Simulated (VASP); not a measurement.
# Ti4O in VASP: notebook

Ti4O is run at these levels: PBE; tasks: relaxation of the atoms.

All numbers are computed with VASP 6.6.1; they aren't measurements. Logs are shortened: lines on timing, memory, paths and dates and some standing lists are left out, and cuts for length are marked.

## (1) The cell of the first run

The cell holds a slab with vacuum, 5 atoms: a = 2.908 Å, b = 4.112 Å, c = 19.654 Å, α = 90.00°, β = 90.00°, γ = 90.00°.

## (2) Relaxation of the atoms, PBE

INCAR

```
  PREC = Accurate
  ENCUT = 520
  EDIFF = 1E-6
  ISMEAR = 0
  SIGMA = 0.1
  LREAL = False
  LASPH = True
  NELM = 80
  ALGO = Fast
  ISIF = 2
  LWAVE = False
  LCHARG = False
  LDIPOL = True
  IDIPOL = 3
  DIPOL = 0.5 0.5 0.348
  GGA = PE
  IBRION = 2
  NSW = 36
  EDIFFG = -0.025
```

KPOINTS

```
Automatic mesh
0
Gamma
  9 7 1
```

POSCAR

```
Ti4O
1.0
    2.9075446938      0.0000000000      0.0000000000
    0.0000000000      4.1118891392      0.0000000000
    0.0000000000      0.0000000000     19.6535692687
Ti O
4 1
Selective dynamics
Direct
    0.5000000000      0.5000000000      0.2035253722  F F F
    0.0000000000      0.0000000000      0.2774952616  F F F
    0.5000000000      0.5000000000      0.3439484703  F F F
    0.0000000000      0.0000000000      0.4148645550  F F F
    0.1666666667      0.0000000000      0.5023804650  F F T
```

Potentials or basis: VASP PAW PBE potentials, release 64 (Ti_sv, O).

The run is started by

```bash
$ cat potpaw_PBE.64/Ti_sv/POTCAR potpaw_PBE.64/O/POTCAR > POTCAR
$ mpirun -np 1 vasp_std > vasp.out
```

OUTCAR:

```text
PREC = Accurate
   ENCUT = 520
   EDIFF = 1E-6
   ISMEAR = 0
   LREAL = False
   LASPH = True
   NELM = 80
   ISIF = 2
   GGA = PE
   IBRION = 2
   NSW = 36
   EDIFFG = -0.025

 ion  position               nearest neighbor table
   1  0.500  0.500  0.204-   3 2.76   2 2.91   2 2.91   2 2.91   2 2.91
   2  0.000  0.000  0.277-   4 2.70   3 2.84   3 2.84   3 2.84   3 2.84   1 2.91   1 2.91   1 2.91
                             1 2.91
   3  0.500  0.500  0.344-   1 2.76   2 2.84   2 2.84   2 2.84   2 2.84   4 2.88   4 2.88   4 2.88
                             4 2.88
   4  0.000  0.000  0.415-   5 1.79   2 2.70   3 2.88   3 2.88   3 2.88   3 2.88
   5  0.167  0.000  0.502-   4 1.79

  LATTYP: Found a simple orthorhombic cell.
 ALAT       =     2.9075446938
 B/A-ratio  =     1.4142135624
 C/A-ratio  =     6.7595071920

  Lattice vectors:

 A1 = (   2.9075446938,   0.0000000000,   0.0000000000)
 A2 = (   0.0000000000,   4.1118891392,   0.0000000000)
 A3 = (   0.0000000000,   0.0000000000,  19.6535692687)

Analysis of symmetry for initial positions (statically):
=====================================================================
 Subroutine PRICEL returns:
 Original cell was already a primitive cell.

 Routine SETGRP: Setting up the symmetry group for a
 simple orthorhombic supercell.

 Subroutine GETGRP returns: Found  2 space group operations
 (whereof  2 operations were pure point group operations)
 out of a pool of  8 trial point group operations.

The static configuration has the point symmetry C_1h.

Analysis of symmetry for dynamics (positions and initial velocities):
=====================================================================
 Subroutine PRICEL returns:
 Original cell was already a primitive cell.

 Routine SETGRP: Setting up the symmetry group for a
 simple orthorhombic supercell.

 Subroutine GETGRP returns: Found  2 space group operations
 (whereof  2 operations were pure point group operations)
 out of a pool of  8 trial point group operations.

The dynamic configuration has the point symmetry C_1h.

Analysis of constrained symmetry for selective dynamics:
=====================================================================
 Subroutine PRICEL returns:
 Original cell was already a primitive cell.

 Routine SETGRP: Setting up the symmetry group for a
 simple orthorhombic supercell.
[... 120 lines left out ...]
   EFERMI =   0.00;   METHOD = LEGACY
   ISMEAR =     0;   SIGMA  =   0.10  broadening in eV -4-tet -1-fermi 0-gaus
   EFERMI_NEDOS =   21; number of points for ismear=-14 and -15
   IALGO  =     68    algorithm
   IMIX   =      4    mixing-type and parameters
     AMIX     =   0.40;   BMIX     =  1.00
     AMIX_MAG =   1.60;   BMIX_MAG =  1.00
  volume/ion in A,a.u.               =      46.99       317.13
  Fermi-wavevector in a.u.,A,eV,Ry     =   1.002774  1.894968 13.681412  1.005555
  Thomas-Fermi vector in A             =   2.135283
   LORBIT       =      0    0 simple, 1 ext, 2 COOP (PROOUT), +10 PAW based schemes
   GGA     = PE    functional components
   LHFCALC =     F    Hartree Fock is set to
   AEXX    =    0.0000 exact exchange contribution
   IVDW    =     0    specifies the selected vdW correction
   LEPSILON=     F    determine dielectric tensor
   LRPA    =     F    only Hartree local field effects (RPA)
 conjugate gradient relaxation of ions
 non-spin polarized calculation
 RMM-DIIS sequential band-by-band and
 Gauss-broadening in eV      SIGMA  =   0.10
  energy-cutoff  :      520.00
  volume of cell :      234.97
 maximum number of plane-waves:      6369
 NGX is ok and might be reduce to    24
   NGX = 11   NGY = 15   NGZ = 73

 dipolmoment           0.000000      0.000000     -0.043217 electrons x Angstroem

--------------------------------------- Ionic step        1  -------------------------------------------

 number of electron      54.0000016 magnetization

 Free energy of the ion-electron system (eV)
  ---------------------------------------------------
  ext. energy  EPLUGINS =         0.00000000
  ---------------------------------------------------
  free energy    TOTEN  =       -35.67446093 eV

  energy without entropy =      -35.63623735  energy(sigma->0) =      -35.65534914

------------------------ aborting loop EDIFF was not reached (unconverged)  ----------------------------

  FORCE on cell =-STRESS in cart. coord.  units (eV):
  Direction    XX          YY          ZZ          XY          YZ          ZX
  --------------------------------------------------------------------------------------
  -------------------------------------------------------------------------------------
  Total        1.2090033     -1.2975290     -6.3971922      0.0000000      0.0000000      0.0454033
  in kB        8.2438265     -8.8474562    -43.6205113      0.0000000      0.0000000      0.3095915
  external PRESSURE =     -14.7413804 kB  Pullay stress =       0.0000000 kB
[... 182 lines left out ...]
--------------------------------------- Ionic step        6  -------------------------------------------

 number of electron      54.0000016 magnetization

 dipolmoment           0.000000      0.000000      0.295844 electrons x Angstroem

 Free energy of the ion-electron system (eV)
  ---------------------------------------------------
  ext. energy  EPLUGINS =         0.00000000
  ---------------------------------------------------
  free energy    TOTEN  =       -36.07317009 eV

  energy without entropy =      -36.03529177  energy(sigma->0) =      -36.05423093

 E-fermi :  -1.2267     XC(G=0):  -4.7278

 val. band max:       -1.2499673853   @ k =   0.3333   0.0000   0.0000
 cond. band min:      -1.2258828589   @ k =   0.4444   0.0000   0.0000
 fundamental gap:      0.0240845264
 Fermi energy:        -1.2266556045

 k-point     1 :       0.0000    0.0000    0.0000
  band No.  band energies     occupation
      1     -58.2735      2.00000
      2     -57.9410      2.00000
      3     -57.7745      2.00000
      4     -57.6916      2.00000
      5     -34.6812      2.00000
      6     -34.5889      2.00000
[... 689 lines left out ...]
     31      -0.3807      0.00000
     32       0.1217      0.00000

------------------------ aborting loop because EDIFF is reached ----------------------------------------

 vacuum level on the upper side and lower side of the slab       (xc-potential included)         2.159        -2.325

  FORCE on cell =-STRESS in cart. coord.  units (eV):
  Direction    XX          YY          ZZ          XY          YZ          ZX
  --------------------------------------------------------------------------------------
  -------------------------------------------------------------------------------------
  Total        2.1733207     -0.9948342      1.0153191      0.0000000      0.0000000      1.6006093
  in kB       14.8192143     -6.7834723      6.9231526      0.0000000      0.0000000     10.9140691
  external PRESSURE =       4.9862982 kB  Pullay stress =       0.0000000 kB
[... 20 lines left out ...]
  FREE ENERGIE OF THE ION-ELECTRON SYSTEM (eV)
  ---------------------------------------------------
  free  energy   TOTEN  =       -36.0731700932 eV

  energy  without entropy=      -36.0352917698  energy(sigma->0) =      -36.05423093

 reached required accuracy - stopping structural energy minimisation

 vacuum level on the upper side and lower side of the slab         6.613         2.007
```

OSZICAR:

```text
N       E                     dE             d eps       ncg     rms          rms(c)
DAV:   1     0.653246500720E+03    0.65325E+03   -0.29266E+04  1504   0.165E+03
DAV:   2     0.625612001625E+02   -0.59069E+03   -0.58334E+03  1408   0.509E+02
DAV:   3    -0.296018311561E+02   -0.92163E+02   -0.90766E+02  2176   0.167E+02
[... 154 lines left out ...]
RMM:   3    -0.360732459052E+02   -0.79176E-04   -0.14301E-04  1645   0.647E-02    0.682E-02
RMM:   4    -0.360731874750E+02    0.58430E-04   -0.63683E-05  1635   0.475E-02    0.284E-02
RMM:   5    -0.360731716011E+02    0.15874E-04   -0.45378E-05  1593   0.376E-02    0.921E-03
RMM:   6    -0.360731702885E+02    0.13126E-05   -0.82716E-06  1329   0.188E-02    0.473E-03
RMM:   7    -0.360731700932E+02    0.19530E-06   -0.29798E-06  1139   0.936E-03
   6 F= -.36073170E+02 E0= -.36054231E+02  d E =-.762165E-04
```

Wall time 37 min (1 thread of Oxide Virtual Turin-like, shared host); peak memory 0.39 GiB.

What came out:

```
Free energy               : -36.0732 eV
Energy gained by relaxing : 79.7 meV/atom
Ionic steps               : 6
Band gap on the k mesh    : zero (bands 27 and 28 overlap by 0.56 eV)
```

Step by step:
```csv
step,energy change (eV),largest force on free atoms (eV/Å),pressure (GPa)
1,0.0000,4.2586,-1.47
2,-0.3549,2.0534,1.32
3,-0.3987,0.0531,0.48
4,-0.3986,0.0775,0.53
5,-0.3987,0.0680,0.47
6,-0.3987,0.0000,0.50
```

Final structure:
```xyz
5
Lattice="2.9075 0.0000 0.0000 0.0000 4.1119 0.0000 0.0000 0.0000 19.6536" Properties=species:S:1:pos:R:3 pbc="T T T"
Ti    1.4538    2.0559    4.0000
Ti    0.0000    0.0000    5.4538
Ti    1.4538    2.0559    6.7598
Ti    0.0000    0.0000    8.1536
O     0.4846    0.0000    9.7126
```

Levels at points of the mesh, in eV from the Fermi level:
```csv
k point,band 24,band 25,band 26,band 27,band 28,band 29,band 30,band 31
"(0.00, 0.00, 0.00)",-1.40,-0.59,-0.33,-0.20,0.28,0.29,0.81,0.92
```

## (3) Relaxation of the atoms, PBE

INCAR

```
PREC = Accurate ; ENCUT = 520
EDIFF = 1E-7 ; ISMEAR = 0
SIGMA = 0.1 ; LREAL = False
LASPH = True ; NELM = 60
ALGO = Fast ; ISIF = 2
LWAVE = False ; LCHARG = False
LDIPOL = True ; IDIPOL = 3
DIPOL = 0.5 0.5 0.347 ; GGA = PE
IBRION = 2 ; NSW = 36
EDIFFG = -0.025
```

KPOINTS

```
regular mesh
0
Gamma
  9 7 1
```

POSCAR: that of step 2 with these lines changed.

```diff
@@ -13,2 +13,2 @@
     0.0000000000      0.0000000000      0.4148645550  F F F
-    0.1666666667      0.0000000000      0.5023804650  F F T
+    0.0000000000      0.2000000000      0.4972923307  F F T
```

Potentials or basis: VASP PAW PBE potentials, release 64 (Ti_sv, O).

The run is started by

```bash
$ cat potpaw_PBE.64/Ti_sv/POTCAR potpaw_PBE.64/O/POTCAR > POTCAR
$ mpirun -np 1 vasp_std > vasp.out
```

OUTCAR:

```text
PREC = Accurate
   ENCUT = 520
   EDIFF = 1E-7
   ISMEAR = 0
   LREAL = False
   LASPH = True
   NELM = 60
   ISIF = 2
   GGA = PE
   IBRION = 2
   NSW = 36
   EDIFFG = -0.025

 ion  position               nearest neighbor table
   1  0.500  0.500  0.204-   3 2.76   2 2.91   2 2.91   2 2.91   2 2.91
   2  0.000  0.000  0.277-   4 2.70   3 2.84   3 2.84   3 2.84   3 2.84   1 2.91   1 2.91   1 2.91
                             1 2.91
   3  0.500  0.500  0.344-   1 2.76   2 2.84   2 2.84   2 2.84   2 2.84   4 2.88   4 2.88   4 2.88
                             4 2.88
   4  0.000  0.000  0.415-   5 1.82   2 2.70   3 2.88   3 2.88   3 2.88   3 2.88
   5  0.000  0.200  0.497-   4 1.82

  LATTYP: Found a simple orthorhombic cell.
 ALAT       =     2.9075446938
 B/A-ratio  =     1.4142135624
 C/A-ratio  =     6.7595071920

  Lattice vectors:

 A1 = (   2.9075446938,   0.0000000000,   0.0000000000)
 A2 = (   0.0000000000,   4.1118891392,   0.0000000000)
 A3 = (   0.0000000000,   0.0000000000,  19.6535692687)

Analysis of symmetry for initial positions (statically):
=====================================================================
 Subroutine PRICEL returns:
 Original cell was already a primitive cell.

 Routine SETGRP: Setting up the symmetry group for a
 simple orthorhombic supercell.

 Subroutine GETGRP returns: Found  2 space group operations
 (whereof  2 operations were pure point group operations)
 out of a pool of  8 trial point group operations.

The static configuration has the point symmetry C_1h.

Analysis of symmetry for dynamics (positions and initial velocities):
=====================================================================
 Subroutine PRICEL returns:
 Original cell was already a primitive cell.

 Routine SETGRP: Setting up the symmetry group for a
 simple orthorhombic supercell.

 Subroutine GETGRP returns: Found  2 space group operations
 (whereof  2 operations were pure point group operations)
 out of a pool of  8 trial point group operations.

The dynamic configuration has the point symmetry C_1h.

Analysis of constrained symmetry for selective dynamics:
=====================================================================
 Subroutine PRICEL returns:
 Original cell was already a primitive cell.

 Routine SETGRP: Setting up the symmetry group for a
 simple orthorhombic supercell.

 Subroutine GETGRP returns: Found  2 space group operations
 (whereof  2 operations were pure point group operations)
 out of a pool of  8 trial point group operations.

The constrained configuration has the point symmetry C_1h.

 Subroutine INISYM returns: Found  2 space group operations
 (whereof  2 operations are pure point group operations),
 and found     1 'primitive' translations

----------------------------------------------------------------------------------------

                                     Primitive cell

  volume of cell :     234.9683

[... 95 lines left out ...]
   ISIF   =      2    stress and relaxation
   ISYM   =      2    0-nonsym 1-usesym 2-fastsym
   POTIM  = 0.5000    time-step for ionic-motion
   TEBEG  =    0.0;   TEEND  =   0.0 temperature during run
   PSTRESS=    0.0 pullay stress
   NELECT =      54.0000    total number of electrons
   NUPDOWN=      -1.0000    fix difference up-down
   EMIN   =  10.00;   EMAX   =-10.00  energy-range for DOS
   EFERMI =   0.00;   METHOD = LEGACY
   ISMEAR =     0;   SIGMA  =   0.10  broadening in eV -4-tet -1-fermi 0-gaus
   EFERMI_NEDOS =   21; number of points for ismear=-14 and -15
   IALGO  =     68    algorithm
   IMIX   =      4    mixing-type and parameters
     AMIX     =   0.40;   BMIX     =  1.00
     AMIX_MAG =   1.60;   BMIX_MAG =  1.00
  volume/ion in A,a.u.               =      46.99       317.13
  Fermi-wavevector in a.u.,A,eV,Ry     =   1.002774  1.894968 13.681412  1.005555
  Thomas-Fermi vector in A             =   2.135283
   LORBIT       =      0    0 simple, 1 ext, 2 COOP (PROOUT), +10 PAW based schemes
   GGA     = PE    functional components
   LHFCALC =     F    Hartree Fock is set to
   AEXX    =    0.0000 exact exchange contribution
   IVDW    =     0    specifies the selected vdW correction
   LEPSILON=     F    determine dielectric tensor
   LRPA    =     F    only Hartree local field effects (RPA)
 conjugate gradient relaxation of ions
 non-spin polarized calculation
 RMM-DIIS sequential band-by-band and
 Gauss-broadening in eV      SIGMA  =   0.10
  energy-cutoff  :      520.00
  volume of cell :      234.97
 maximum number of plane-waves:      6369
 NGX is ok and might be reduce to    24
   NGX = 11   NGY = 15   NGZ = 73

 dipolmoment           0.000000      0.000000     -0.050053 electrons x Angstroem

--------------------------------------- Ionic step        1  -------------------------------------------

 number of electron      54.0000014 magnetization

 Free energy of the ion-electron system (eV)
  ---------------------------------------------------
  ext. energy  EPLUGINS =         0.00000000
  ---------------------------------------------------
  free energy    TOTEN  =       -35.37819671 eV

  energy without entropy =      -35.34481095  energy(sigma->0) =      -35.36150383

------------------------ aborting loop EDIFF was not reached (unconverged)  ----------------------------

  FORCE on cell =-STRESS in cart. coord.  units (eV):
  Direction    XX          YY          ZZ          XY          YZ          ZX
  --------------------------------------------------------------------------------------
  -------------------------------------------------------------------------------------
  Total        2.8756498     -3.3068966     -6.8356831      0.0000000     -2.0451482      0.0000000
  in kB       19.6081831    -22.5487240    -46.6104475      0.0000000    -13.9452447      0.0000000
  external PRESSURE =     -16.5169962 kB  Pullay stress =       0.0000000 kB
[... 26 lines left out ...]
--------------------------------------- Ionic step        2  -------------------------------------------

 number of electron      54.0000014 magnetization

------------------------ aborting loop because EDIFF is reached ----------------------------------------

  FORCE on cell =-STRESS in cart. coord.  units (eV):
  Direction    XX          YY          ZZ          XY          YZ          ZX
  --------------------------------------------------------------------------------------
  -------------------------------------------------------------------------------------
  Total        3.1703194     -1.1681424      0.9008812      0.0000000      1.1467971      0.0000000
  in kB       21.6174457     -7.9652087      6.1428352      0.0000000      7.8196615      0.0000000
  external PRESSURE =       6.5983574 kB  Pullay stress =       0.0000000 kB
[... 26 lines left out ...]
--------------------------------------- Ionic step        3  -------------------------------------------

 number of electron      54.0000014 magnetization

 dipolmoment           0.000000      0.000000      0.265722 electrons x Angstroem

 Free energy of the ion-electron system (eV)
  ---------------------------------------------------
  ext. energy  EPLUGINS =         0.00000000
  ---------------------------------------------------
  free energy    TOTEN  =       -35.88331025 eV

  energy without entropy =      -35.85122817  energy(sigma->0) =      -35.86726921

 E-fermi :  -1.0507     XC(G=0):  -4.7129

 val. band max:       -1.0609609138   @ k =   0.2222   0.1429   0.0000
 cond. band min:      -1.0417604728   @ k =   0.4444   0.2857   0.0000
 fundamental gap:      0.0192004410
 Fermi energy:        -1.0506819386

 k-point     1 :       0.0000    0.0000    0.0000
  band No.  band energies     occupation
      1     -58.1041      2.00000
      2     -57.7799      2.00000
      3     -57.6502      2.00000
      4     -57.5238      2.00000
      5     -34.5209      2.00000
      6     -34.4302      2.00000
[... 689 lines left out ...]
     31      -0.2429      0.00000
     32       0.2209      0.00000

------------------------ aborting loop because EDIFF is reached ----------------------------------------

 vacuum level on the upper side and lower side of the slab       (xc-potential included)         1.853        -2.135

  FORCE on cell =-STRESS in cart. coord.  units (eV):
  Direction    XX          YY          ZZ          XY          YZ          ZX
  --------------------------------------------------------------------------------------
  -------------------------------------------------------------------------------------
  Total        3.1725766     -1.2236996      0.7416922      0.0000000      1.0635282      0.0000000
  in kB       21.6328368     -8.3440360      5.0573738      0.0000000      7.2518756      0.0000000
  external PRESSURE =       6.1153915 kB  Pullay stress =       0.0000000 kB
[... 20 lines left out ...]
  FREE ENERGIE OF THE ION-ELECTRON SYSTEM (eV)
  ---------------------------------------------------
  free  energy   TOTEN  =       -35.8833102463 eV

  energy  without entropy=      -35.8512281749  energy(sigma->0) =      -35.86726921

 reached required accuracy - stopping structural energy minimisation

 vacuum level on the upper side and lower side of the slab         6.270         2.154
```

Run time: 36 min. Hardware: 1 thread of Oxide Virtual Turin-like, shared host; peak memory 0.38 GiB.

Results:

- Free energy: -35.8833 eV
- Energy gained by relaxing: 101.0 meV/atom
- Ionic steps: 3
- Band gap on the k mesh: zero (bands 27 and 28 overlap by 0.55 eV)

Step by step:
```csv
step,energy change (eV),largest force on free atoms (eV/Å),pressure (GPa)
1,0.0000,4.2570,-1.65
2,-0.5049,0.1063,0.66
3,-0.5051,0.0039,0.61
```

Final structure:
```cif
data_structure
_symmetry_space_group_name_H-M 'P 1'
_symmetry_Int_Tables_number 1
_cell_length_a 2.9075
_cell_length_b 4.1119
_cell_length_c 19.6536
_cell_angle_alpha 90.000
_cell_angle_beta 90.000
_cell_angle_gamma 90.000
_cell_volume 234.97
loop_
_atom_site_label
_atom_site_type_symbol
_atom_site_fract_x
_atom_site_fract_y
_atom_site_fract_z
_atom_site_occupancy
Ti1 Ti 0.50000 0.50000 0.20353 1
Ti2 Ti 0.00000 0.00000 0.27750 1
Ti3 Ti 0.50000 0.50000 0.34395 1
Ti4 Ti 0.00000 0.00000 0.41486 1
O1 O 0.00000 0.20000 0.48701 1
```

The gap in the log of VASP goes by the Fermi energy; the results here count the filled bands.